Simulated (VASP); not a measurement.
Input of a VASP 6.6.1 run:

INCAR

```
  PREC = Accurate
  ENCUT = 600
  EDIFF = 1E-6
  ISMEAR = 0
  SIGMA = 0.1
  LREAL = F
  LASPH = T
  NELM = 100
  ALGO = Normal
  ISIF = 3
  LWAVE = F
  LCHARG = F
  GGA = PE
  IBRION = 2
  NSW = 100
  EDIFFG = -0.01
```

File KPOINTS:

```
regular mesh
0
Gamma
  12 12 12
```

The input POSCAR:

```
SbP
1.0
    1.9832843844     -6.0557162477      0.0000000000
    1.9832843844      6.0557162477      0.0000000000
    0.0000000000      0.0000000000      4.0234384121
Sb P
2 2
Direct
    0.1306806316      0.8693193684      0.2500000000
    0.8693193684      0.1306806316      0.7500000000
    0.3417642827      0.6582357173      0.2500000000
    0.6582357173      0.3417642827      0.7500000000
```

Potentials or basis: VASP PAW PBE potentials, release 64 (Sb, P).

The run is started by

```bash
$ cat potpaw_PBE.64/Sb/POTCAR potpaw_PBE.64/P/POTCAR > POTCAR
$ mpirun -np 1 vasp_std > vasp.out
```

Task: Predict the band gap on the k mesh.

Result: Zero (band 10 reaches 7.22 eV, above the bottom of band 11 at 6.75 eV).

Task: Estimate the relaxed volume.

Result: 24.10 Å³/atom.

Task: What does it give for the space group after relaxing (to 0.05 Å)?

Result: Cmcm (No. 63).

Step by step:
| step | energy change (eV) | largest force (eV/Å) | pressure (GPa) | volume (Å³) |
| --- | --- | --- | --- | --- |
| 1 | 0.0000 | 0.0334 | -0.05 | 96.64 |
| 2 | -0.0003 | 0.0106 | -0.04 | 96.54 |
| 3 | -0.0003 | 0.0130 | -0.05 | 96.53 |
| 4 | -0.0004 | 0.0186 | 0.03 | 96.41 |
| 5 | -0.0004 | 0.0207 | 0.06 | 96.38 |
| 6 | -0.0004 | 0.0118 | 0.01 | 96.40 |
| 7 | -0.0004 | 0.0098 | 0.00 | 96.41 |

Caveat: spin-orbit coupling is left out, which moves the levels of the heavy elements.
